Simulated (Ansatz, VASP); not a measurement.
# One calculation of Zn, two programs

```
Zn
1.0
     1.51549   -5.18254    0.00000
     1.51549    5.18254    0.00000
     0.00000    0.00000    4.18136
Zn
4
Direct
  0.13253 0.86747 0.99974
  0.63253 0.36747 0.50026
  0.86747 0.13253 0.00026
  0.36747 0.63253 0.49974
```

Alike in both runs: functional PBE; k mesh 6 × 6 × 4; occupations gaussian, width 0.1 eV; no spin polarisation.

Ansatz relaxed the structure, and its values are those at the end. VASP's run is a single point on that final structure, the one shown.

|  | VASP | Ansatz |
| --- | --- | --- |
| version | VASP 6.6.1 | Ansatz 0.2.0 |
| potentials or method | VASP PAW PBE potentials, release 64 (Zn), cutoff 520 eV | scalar-relativistic, plane waves, PAW |
| valence electrons in the cell | 48 | 48 |

|  | VASP | Ansatz | Ansatz less VASP |
| --- | --- | --- | --- |
| gap on the k mesh at the Fermi level (eV) | none | none | - |
| pressure (GPa) | 0.2 | -0.1 | -0.27 |
| rms of the force components (eV/Å) | 0.006 | 0.006 | -0.0001 |

A gap of «none» marks a metal or a gap that the smearing closes. The functional is the same, so the differences come from potentials, cutoffs and numerics.

The k mesh is coarse, so the values compare programs but aren't converged.
